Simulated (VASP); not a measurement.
# KScS2 (P4/mmm) in VASP: a series of runs

Aim: see how the results for KScS2 move with the level of theory and the settings. Levels: PBE, r2SCAN. Tasks: single point, relaxation of cell and atoms.

Everything below comes from runs of VASP 6.6.1. Logs are shortened: lines on timing, memory, paths and dates and some standing lists are left out, and cuts for length are marked.

## (1) The cell of the first run

It takes space group P4/mmm (No. 123, tetragonal). Conventional cell: a = 4.051 Å, b = 4.051 Å, c = 5.482 Å, α = 90.00°, β = 90.00°, γ = 90.00°. K (site symmetry 4/mmm) has 6 S at 2.74 to 2.86 Å within 3.6 Å. S (site symmetry 4/mmm) has 2 K at 2.74 Å and 4 Sc at 2.86 Å within 3.6 Å. S (site symmetry 4/mmm) has 2 Sc at 2.74 Å and 4 K at 2.86 Å within 3.6 Å. Within 3.6 Å of Sc (site symmetry 4/mmm) lie 6 S at 2.74 to 2.86 Å.

## (2) Single point, PBE

Input file INCAR:

```
  ALGO = Normal
  EDIFF = 1E-6
  ENCUT = 520
  GGA = PE
  ISIF = 2
  ISMEAR = -1
  LASPH = T
  LCHARG = T
  LELF = T
  LREAL = F
  LVHAR = T
  LWAVE = F
  NBANDS = 24
  NELM = 100
  PREC = Accurate
  SIGMA = 0.02
```

Input file KPOINTS:

```
k-points
0
Gamma
  6 6 4
```

Input file POSCAR:

```
KScS2
1.0
    4.0513015630      0.0000000000      0.0000000000
    0.0000000000      4.0513015630      0.0000000000
    0.0000000000      0.0000000000      5.4821041212
K S Sc
1 2 1
Direct
    0.0000000000      0.0000000000      0.0000000000
    0.0000000000      0.0000000000      0.5000000000
    0.5000000000      0.5000000000      0.0000000000
    0.5000000000      0.5000000000      0.5000000000
```

Potentials or basis: VASP PAW PBE potentials, release 64 (K_sv, S, Sc_sv).

Run with:

```sh
cat potpaw_PBE.64/K_sv/POTCAR potpaw_PBE.64/S/POTCAR potpaw_PBE.64/Sc_sv/POTCAR > POTCAR
mpirun -np 1 vasp_std > vasp.out
```

OUTCAR:

```text
EDIFF = 1E-6
   ENCUT = 520
   GGA = PE
   ISIF = 2
   ISMEAR = -1
   LASPH = T
   LREAL = F
   NELM = 100
   PREC = Accurate

 ion  position               nearest neighbor table
   1  0.000  0.000  0.000-   2 2.74   2 2.74   3 2.86   3 2.86   3 2.86   3 2.86
   2  0.000  0.000  0.500-   1 2.74   1 2.74   4 2.86   4 2.86   4 2.86   4 2.86
   3  0.500  0.500  0.000-   4 2.74   4 2.74   1 2.86   1 2.86   1 2.86   1 2.86
   4  0.500  0.500  0.500-   3 2.74   3 2.74   2 2.86   2 2.86   2 2.86   2 2.86

  LATTYP: Found a simple tetragonal cell.
 ALAT       =     4.0513015630
 C/A-ratio  =     1.3531710824

  Lattice vectors:

 A1 = (   4.0513015630,   0.0000000000,   0.0000000000)
 A2 = (   0.0000000000,   4.0513015630,   0.0000000000)
 A3 = (   0.0000000000,   0.0000000000,   5.4821041212)

Analysis of symmetry for initial positions (statically):
=====================================================================
 Subroutine PRICEL returns:
 Original cell was already a primitive cell.

 Routine SETGRP: Setting up the symmetry group for a
 simple tetragonal supercell.

 Subroutine GETGRP returns: Found 16 space group operations
 (whereof 16 operations were pure point group operations)
 out of a pool of 16 trial point group operations.

The static configuration has the point symmetry D_4h.

Analysis of symmetry for dynamics (positions and initial velocities):
=====================================================================
 Subroutine PRICEL returns:
 Original cell was already a primitive cell.

 Routine SETGRP: Setting up the symmetry group for a
 simple tetragonal supercell.

 Subroutine GETGRP returns: Found 16 space group operations
 (whereof 16 operations were pure point group operations)
 out of a pool of 16 trial point group operations.

The dynamic configuration has the point symmetry D_4h.

 Subroutine INISYM returns: Found 16 space group operations
 (whereof 16 operations are pure point group operations),
 and found     1 'primitive' translations

----------------------------------------------------------------------------------------

                                     Primitive cell

  volume of cell :      89.9780

  direct lattice vectors                    reciprocal lattice vectors
     4.051301563  0.000000000  0.000000000     0.246834254  0.000000000  0.000000000
[... 87 lines left out ...]
   LASPH  =      T    aspherical Exc in radial PAW
   ENCUT  =  520.0 eV  38.22 Ry    6.18 a.u.   7.53  7.53 10.19*2*pi/ulx,y,z
   NELM   =    100;   NELMIN=  2; NELMDL= -5     # of ELM steps
   EDIFF  = 0.1E-05   stopping-criterion for ELM
   LREAL  =      F    real-space projection
   EDIFFG = 0.1E-04   stopping-criterion for IOM
   NSW    =      0    number of steps for IOM
   IBRION =     -1    ionic relax: 0-MD 1-quasi-New 2-CG
   NFREE  =      0    steps in history (QN), initial steepest desc. (CG)
   ISIF   =      2    stress and relaxation
   ISYM   =      2    0-nonsym 1-usesym 2-fastsym
   POTIM  = 0.5000    time-step for ionic-motion
   TEBEG  =    0.0;   TEEND  =   0.0 temperature during run
   PSTRESS=    0.0 pullay stress
   NELECT =      32.0000    total number of electrons
   NUPDOWN=      -1.0000    fix difference up-down
   EMIN   =  10.00;   EMAX   =-10.00  energy-range for DOS
   EFERMI =   0.00;   METHOD = LEGACY
   ISMEAR =    -1;   SIGMA  =   0.02  broadening in eV -4-tet -1-fermi 0-gaus
   EFERMI_NEDOS =   21; number of points for ismear=-14 and -15
   IALGO  =     38    algorithm
   IMIX   =      4    mixing-type and parameters
     AMIX     =   0.40;   BMIX     =  1.00
     AMIX_MAG =   1.60;   BMIX_MAG =  1.00
  volume/ion in A,a.u.               =      22.49       151.80
  Fermi-wavevector in a.u.,A,eV,Ry     =   1.159879  2.191853 18.304180  1.345319
  Thomas-Fermi vector in A             =   2.296467
   LORBIT       =      0    0 simple, 1 ext, 2 COOP (PROOUT), +10 PAW based schemes
   GGA     = PE    functional components
   LHFCALC =     F    Hartree Fock is set to
   AEXX    =    0.0000 exact exchange contribution
   IVDW    =     0    specifies the selected vdW correction
   LEPSILON=     F    determine dielectric tensor
   LRPA    =     F    only Hartree local field effects (RPA)
 non-spin polarized calculation
  energy-cutoff  :      520.00
  volume of cell :       89.98
 maximum number of plane-waves:      2468
   NGX = 15   NGY = 15   NGZ = 21

 number of electron      32.0000000 magnetization

 Free energy of the ion-electron system (eV)
  ---------------------------------------------------
  ext. energy  EPLUGINS =         0.00000000
  ---------------------------------------------------
  free energy    TOTEN  =       -20.47051570 eV

  energy without entropy =      -20.46999462  energy(sigma->0) =      -20.47025516

 E-fermi :   2.8489     XC(G=0):  -9.4156

 val. band max:        2.8162625308   @ k =   0.0000   0.0000   0.0000
 cond. band min:       2.8751167266   @ k =   0.0000   0.0000   0.0000
 fundamental gap:      0.0588541958
 Fermi energy:         2.8489055306

 k-point     1 :       0.0000    0.0000    0.0000
  band No.  band energies     occupation
      1     -47.8778      2.00000
      2     -26.4810      2.00000
      3     -26.4810      2.00000
      4     -26.2961      2.00000
      5     -24.9762      2.00000
      6      -9.4283      2.00000
[... 637 lines left out ...]
     23       8.0787      0.00000
     24       9.6957      0.00000

 [... further k-points ...]

------------------------ aborting loop because EDIFF is reached ----------------------------------------

  FORCE on cell =-STRESS in cart. coord.  units (eV):
  Direction    XX          YY          ZZ          XY          YZ          ZX
  --------------------------------------------------------------------------------------
  -------------------------------------------------------------------------------------
  Total        0.0832100      0.0832100      0.1502286      0.0000000     -0.0000000      0.0000000
  in kB        1.4816644      1.4816644      2.6750184      0.0000000     -0.0000000      0.0000000
  external PRESSURE =       1.8794491 kB  Pullay stress =       0.0000000 kB

 VOLUME and BASIS-vectors are now :
 -----------------------------------------------------------------------------
  energy-cutoff  :      520.00
  volume of cell :       89.98
      direct lattice vectors                 reciprocal lattice vectors
     4.051301563  0.000000000  0.000000000     0.246834254  0.000000000  0.000000000
     0.000000000  4.051301563  0.000000000     0.000000000  0.246834254  0.000000000
     0.000000000  0.000000000  5.482104121     0.000000000  0.000000000  0.182411712

 POSITION                                       TOTAL-FORCE (eV/Angst)
 -----------------------------------------------------------------------------------
      0.00000      0.00000      0.00000         0.000000      0.000000      0.000000
      0.00000      0.00000      2.74105         0.000000      0.000000      0.000000
      2.02565      2.02565      0.00000         0.000000      0.000000      0.000000
      2.02565      2.02565      2.74105         0.000000      0.000000      0.000000
 -----------------------------------------------------------------------------------
    total drift:                                0.000000      0.000000      0.000000

  FREE ENERGIE OF THE ION-ELECTRON SYSTEM (eV)
  ---------------------------------------------------
  free  energy   TOTEN  =       -20.4705157038 eV

  energy  without entropy=      -20.4699946172  energy(sigma->0) =      -20.47025516
```

stdout:

```text
POSCAR found type information on POSCAR K S Sc
 POSCAR found :  3 types and       4 ions
 scaLAPACK will be used
 LDA part: xc-table for (Slater+PW92), standard interpolation
 POSCAR, INCAR and KPOINTS ok, starting setup
 FFT: planning ... GRIDC
 FFT: planning ... GRID_SOFT
 FFT: planning ... GRID
 WAVECAR not read
 entering main loop
```

Run time: 36 s. Hardware: 1 thread of Intel Xeon 6975P-C (Granite Rapids), shared host; peak memory 0.22 GiB.

What came out:

```
Free energy            : -20.4705 eV
Pressure               : 0.2 GPa
Band gap on the k mesh : 0.06 eV
```

Stress tensor (GPa, compression positive):
```
0.15 0.00 0.00
0.00 0.15 0.00
0.00 0.00 0.27
```

Levels at points of the mesh, in eV from the valence-band top:
```tsv
k point	band 14	band 15	band 16	band 17	band 18	band 19
(0.00, 0.00, 0.00)	-0.37	0.00	0.00	0.06	1.05	1.32
(0.50, 0.00, 0.00)	-1.85	-1.45	-0.78	1.49	1.69	1.87
(0.50, 0.50, 0.00)	-0.77	-0.54	-0.54	0.59	0.59	1.71
(0.00, 0.00, 0.50)	-1.90	-0.51	-0.51	0.12	1.06	1.89
(0.50, 0.00, 0.50)	-2.40	-1.10	-1.03	1.72	2.14	2.21
(0.50, 0.50, 0.50)	-1.81	-1.28	-1.28	1.86	1.87	1.87
```

A k mesh can miss the band edges.

## (3) Relaxation of cell and atoms, PBE

This run uses another cell than the first one, of 26.35 Å³/atom.

Input file INCAR:

```
PREC = Accurate
ENCUT = 600
EDIFF = 1E-6
ISMEAR = -1
SIGMA = 0.02
LREAL = F
LASPH = T
NELM = 100
ALGO = Fast
ISIF = 3
LWAVE = F
LCHARG = F
GGA = PE
IBRION = 2
NSW = 80
EDIFFG = -0.005
```

Input file KPOINTS:

```
Automatic mesh
0
Gamma
  6 6 4
```

Input file POSCAR:

```
KScS2
1.0
    4.2080815503      0.0000000000      0.0000000000
    0.0000000000      4.2080815503      0.0000000000
    0.0000000000      0.0000000000      5.9511260000
K S Sc
1 2 1
Direct
    0.0000000000      0.0000000000      0.0000000000
    0.0000000000      0.0000000000      0.5000000000
    0.5000000000      0.5000000000      0.0000000000
    0.5000000000      0.5000000000      0.5000000000
```

Potentials or basis: VASP PAW PBE potentials, release 64 (K_sv, S, Sc_sv).

Run with:

```sh
cat potpaw_PBE.64/K_sv/POTCAR potpaw_PBE.64/S/POTCAR potpaw_PBE.64/Sc_sv/POTCAR > POTCAR
mpirun -np 1 vasp_std > vasp.out
```

It took 5.4 min on 1 thread of Intel Xeon 6975P-C (Granite Rapids), shared host; peak memory 0.3 GiB.

The run converged. Its results:

```
Free energy                           : -20.4721 eV
Relaxed volume                        : 22.59 Å³/atom
Relaxed cell                          : a = 4.057 Å, b = 4.057 Å, c = 5.490 Å, α = 90.00°, β = 90.00°, γ = 90.00°
Space group after relaxing (to 0.1 Å) : P4/mmm (No. 123)
Energy gained by relaxing             : 102.1 meV/atom
Ionic steps                           : 8
Pressure after relaxing               : 0.0 GPa
Band gap on the k mesh                : 0.06 eV
```

The path:
| step | energy change (eV) | largest force (eV/Å) | pressure (GPa) | volume (Å³) |
| --- | --- | --- | --- | --- |
| 1 | 0.0000 | 0.0000 | -6.50 | 105.38 |
| 2 | -0.4076 | 0.0000 | 0.24 | 89.87 |
| 3 | -0.4077 | 0.0000 | 0.12 | 90.05 |
| 4 | -0.4075 | 0.0000 | -0.08 | 90.35 |
| 5 | -0.4084 | 0.0000 | -0.12 | 90.52 |
| 6 | -0.4085 | 0.0000 | -0.15 | 90.56 |
| 7 | -0.4086 | 0.0000 | 0.06 | 90.27 |
| 8 | -0.4086 | 0.0000 | 0.00 | 90.36 |

Final structure:
```cif
data_structure
_symmetry_space_group_name_H-M 'P 1'
_symmetry_Int_Tables_number 1
_cell_length_a 4.0570
_cell_length_b 4.0570
_cell_length_c 5.4900
_cell_angle_alpha 90.000
_cell_angle_beta 90.000
_cell_angle_gamma 90.000
_cell_volume 90.36
loop_
_atom_site_label
_atom_site_type_symbol
_atom_site_fract_x
_atom_site_fract_y
_atom_site_fract_z
_atom_site_occupancy
K1 K 0.00000 0.00000 0.00000 1
S1 S 0.00000 0.00000 0.50000 1
S2 S 0.50000 0.50000 0.00000 1
Sc1 Sc 0.50000 0.50000 0.50000 1
```

Levels at points of the mesh, in eV from the valence-band top:
| k point | band 12 | band 13 | band 14 | band 15 | band 16 | band 17 | band 18 | band 19 | band 20 |
| --- | --- | --- | --- | --- | --- | --- | --- | --- | --- |
| (0.00, 0.00, 0.00) | -1.86 | -1.86 | -0.37 | 0.00 | 0.00 | 0.06 | 1.04 | 1.32 | 1.32 |
| (0.50, 0.00, 0.00) | -2.64 | -1.93 | -1.84 | -1.45 | -0.77 | 1.48 | 1.67 | 1.86 | 2.09 |
| (0.50, 0.50, 0.00) | -3.24 | -1.52 | -0.78 | -0.54 | -0.54 | 0.59 | 0.59 | 1.70 | 1.82 |
| (0.00, 0.00, 0.50) | -2.23 | -1.90 | -1.90 | -0.50 | -0.50 | 0.13 | 1.05 | 1.87 | 2.15 |
| (0.50, 0.00, 0.50) | -2.95 | -2.71 | -2.39 | -1.09 | -1.02 | 1.71 | 2.12 | 2.20 | 3.37 |
| (0.50, 0.50, 0.50) | -3.26 | -2.68 | -1.80 | -1.28 | -1.28 | 1.85 | 1.86 | 1.86 | 1.92 |

## (4) Single point, r2SCAN

This run uses another cell than the first one, of 22.25 Å³/atom.

Input file POSCAR:

```
KScS2
1.0
    4.0352598669      0.0000000000      0.0000000000
    0.0000000000      4.0352598669      0.0000000000
    0.0000000000      0.0000000000      5.4654930334
K S Sc
1 2 1
Direct
    0.0000000000      0.0000000000      0.0000000000
    0.0000000000      0.0000000000      0.5000000000
    0.5000000000      0.5000000000      0.0000000000
    0.5000000000      0.5000000000      0.5000000000
```

Input file INCAR.step1:

```
SYSTEM = KScS2
PREC = Accurate
ENCUT = 520
ISMEAR = -1
SIGMA = 0.02
LREAL = .FALSE.
LASPH = .TRUE.
NELM = 100
NBANDS = 24
GGA = PE
ALGO = Normal
EDIFF = 1E-4
LWAVE = .TRUE.
LCHARG = .FALSE.
```

Input file INCAR.step2:

```
SYSTEM = KScS2
PREC = Accurate
ENCUT = 520
EDIFF = 1E-6
ISMEAR = -1
SIGMA = 0.02
LREAL = .FALSE.
LASPH = .TRUE.
NELM = 100
ALGO = Normal
ISIF = 2
LWAVE = .FALSE.
LCHARG = .TRUE.
METAGGA = R2SCAN
LMIXTAU = .TRUE.
LELF = .TRUE.
LVHAR = .TRUE.
NBANDS = 24
ISTART = 1
```

Input file KPOINTS:

```
Automatic mesh
0
G
  6 6 4
  0 0 0
```

Run with:

```sh
cat potpaw_PBE.64/K_sv/POTCAR potpaw_PBE.64/S/POTCAR potpaw_PBE.64/Sc_sv/POTCAR > POTCAR
cp INCAR.step1 INCAR
mpirun -np 1 vasp_std > vasp.out
cp INCAR.step2 INCAR
mpirun -np 1 vasp_std > vasp.out
```

It took 1.9 min on 1 thread of Intel Xeon 6975P-C (Granite Rapids), shared host; peak memory 0.23 GiB.

It converged, with:

| Item | Value |
| --- | --- |
| Free energy | -39.3246 eV |
| Pressure | 0.2 GPa |
| Band gap on the k mesh | 0.26 eV |

Stress tensor (GPa, compression positive):
```
0.18 0.00 0.00
0.00 0.18 0.00
0.00 0.00 0.33
```

Levels at points of the mesh, in eV from the valence-band top:
| k point | band 13 | band 14 | band 15 | band 16 | band 17 | band 18 | band 19 | band 20 |
| --- | --- | --- | --- | --- | --- | --- | --- | --- |
| (0.00, 0.00, 0.00) | -2.03 | -0.43 | 0.00 | 0.00 | 0.26 | 1.22 | 1.56 | 1.56 |
| (0.50, 0.00, 0.00) | -2.07 | -1.88 | -1.51 | -0.81 | 1.74 | 1.95 | 2.12 | 2.37 |
| (0.50, 0.50, 0.00) | -1.65 | -0.84 | -0.56 | -0.56 | 0.81 | 0.81 | 1.92 | 2.09 |
| (0.00, 0.00, 0.50) | -2.07 | -2.07 | -0.50 | -0.50 | 0.33 | 1.23 | 2.26 | 2.43 |
| (0.50, 0.00, 0.50) | -2.91 | -2.56 | -1.15 | -1.05 | 2.00 | 2.41 | 2.50 | 3.68 |
| (0.50, 0.50, 0.50) | -2.84 | -1.90 | -1.29 | -1.29 | 2.12 | 2.12 | 2.12 | 2.21 |

Caveat: the PAW data sets were made with another functional, which shifts forces and pressure a little. A k mesh can miss the band edges.

## (5) Overview

| task | level | cell | cutoff (eV) | gap on the mesh (eV) | pressure (GPa) |
| --- | --- | --- | --- | --- | --- |
| single point | PBE | a = 4.051, b = 4.051, c = 5.482 Å, 4 atoms | 520 | 0.06 | 0.2 |
| relaxation of cell and atoms | PBE | relaxed from a = 4.208, b = 4.208, c = 5.951 Å, 4 atoms | 600 | 0.06 | 0.0 |
| single point | r2SCAN | a = 4.035, b = 4.035, c = 5.465 Å, 4 atoms | 520 | 0.26 | 0.2 |

Alike in all rows: potentials or basis VASP PAW PBE potentials, release 64 (K_sv, S, Sc_sv); no spin polarisation; k mesh 6 × 6 × 4; smearing fermi-dirac 0.02 eV.

Caveats: the PAW data sets were made with another functional, which shifts forces and pressure a little (at least some runs).

Absolute energies hang on the potentials; compare differences alone.
